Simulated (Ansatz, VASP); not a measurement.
**Ba: VASP beside Ansatz**

INCAR

```
ALGO = Fast
EDIFF = 1E-6
ENCUT = 520
ISIF = 2
ISMEAR = 0
LASPH = True
LCHARG = False
LREAL = False
LWAVE = False
NBANDS = 11
NELM = 80
PREC = Accurate
SIGMA = 0.15
```

KPOINTS

```
k-points
0
Gamma
  14 14 14
```

Contents of POSCAR:

```
Ba
1.0
    3.9290155812     -0.2067902937     -0.2067902937
   -0.2067902937      3.9290155812     -0.2067902937
   -0.2067902937     -0.2067902937      3.9290155812
Ba
1
Direct
    0.0000000000      0.0000000000      0.0000000000
```

Input for Ansatz:

```yaml
crystal:
  lattice:
    - [3.9290155812, -0.2067902937, -0.2067902937]
    - [-0.2067902937, 3.9290155812, -0.2067902937]
    - [-0.2067902937, -0.2067902937, 3.9290155812]
  atoms:
    - { symbol: Ba, position: [0.0, 0.0, 0.0] }
basis:
  ecutwfc: 420
kpoints:
  mp_grid: { grid: [14, 14, 14] }
hamiltonian:
  xc: lda
scf:
  occupations: { method: gaussian, width: 0.15 }
output:
  forces: true
  stress: true
  eigenvalues: true
```

Alike in both runs: task single point; functional LDA; k mesh 14 × 14 × 14; occupations gaussian, width 0.15 eV; no spin polarisation.

```csv
,VASP,Ansatz
version,VASP 6.6.1,Ansatz 0.2.0
potentials or method,"VASP PAW LDA potentials, release 64 (Ba_sv), cutoff 520 eV","scalar-relativistic, plane waves, PAW"
valence electrons in the cell,10,10
```

Ansatz gave:

- gap on the k mesh at the Fermi level (eV): none
- pressure (GPa): -1.1
- traceless stress, the component that is largest in VASP (GPa): -0.46

Task: What did VASP give for the same quantities?

Result: gap on the k mesh at the Fermi level (eV): none; pressure (GPa): -1.0; traceless stress, the component that is largest in VASP (GPa): -0.47.

LDA's correlation is that of Perdew and Zunger in VASP and of Perdew and Wang (1992) in Ansatz. A gap of «none» marks a metal or a gap that the smearing closes.

Spin-orbit coupling is off throughout.
